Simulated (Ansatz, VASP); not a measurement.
Two plane-wave programs on KSi3I

```
CELL_PARAMETERS angstrom
5.48608 0.00000 0.00000
0.00000 5.48608 0.00000
0.00000 0.00000 5.48608
ATOMIC_POSITIONS crystal
K 0.00000 0.00000 0.00000
Si 0.00000 0.50000 0.50000
Si 0.50000 0.00000 0.50000
Si 0.50000 0.50000 0.00000
I 0.50000 0.50000 0.50000
```

Alike in both runs: functional PBE; k mesh 8 × 8 × 8; occupations gaussian, width 0.1 eV; no spin polarisation.

Ansatz relaxed the structure, and its values are those at the end. VASP's run is a single point on that final structure, the one shown.

|  | VASP | Ansatz |
| --- | --- | --- |
| version | VASP 6.6.1 | Ansatz 0.2.0 |
| potentials or method | VASP PAW PBE potentials, release 64 (K_sv, Si, I), cutoff 520 eV | scalar-relativistic, plane waves, PAW |
| valence electrons in the cell | 28 | 38 |

```tsv
	VASP	Ansatz	Ansatz less VASP
gap on the k mesh at the Fermi level (eV)	none	none	-
pressure (GPa)	0.0	0.0	0.00
```

A gap of «none» marks a metal or a gap that the smearing closes. With one functional, cell and mesh, what is left measures potentials, basis and numerics. VASP's potentials hold 28 valence electrons a cell and Ansatz's 38, so a difference there can come from the potentials and not from the codes.

Neither program's run includes spin-orbit coupling.
